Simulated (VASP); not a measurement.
Li2O, 3 atoms in the cell. Symmetry: I4/mmm, No. 139, tetragonal system. Conventional cell: a = 3.201 Å, b = 3.201 Å, c = 4.582 Å, α = 90.00°, β = 90.00°, γ = 90.00°. Li (site symmetry -4m2) has 4 O at 1.97 Å and 6 Li at 2.26 to 2.29 Å within 2.6 Å. Within 2.6 Å of O (site symmetry 4/mmm) lie 8 Li at 1.97 Å.  This cell differs from its parent crystal: film at in-plane strain -0.01.

```yaml
Program: VASP 6.6.1
Task: single point
Functional: r2SCAN
Potentials_or_basis: VASP PAW PBE potentials, release 64 (Li_sv, O)
Cutoff: 830 eV
k_mesh: 8 × 8 × 8
Occupations: gaussian, width 0.01 eV
Spin: no spin polarisation
Dipole_correction: no
Further_INCAR_settings: ALGO = Normal; EDIFF = 1e-06; NBANDS = 13
```

Potentials or basis: VASP PAW PBE potentials, release 64 (Li_sv, O).

The run is started by

```console
$ cat potpaw_PBE.64/Li_sv/POTCAR potpaw_PBE.64/O/POTCAR > POTCAR
$ cp INCAR.step1 INCAR
$ mpirun -np 1 vasp_std > vasp.out
$ cp INCAR.step2 INCAR
$ mpirun -np 1 vasp_std > vasp.out
```

Hardware: 1 thread of Intel Xeon 8259CL, with other jobs on the host.

Problem. How long does it take, and how much memory?

Solution. Run time: 3.1 min on 1 thread of Intel Xeon 8259CL, on a shared host, peak memory 0.18 GiB. Counts: k points 59.
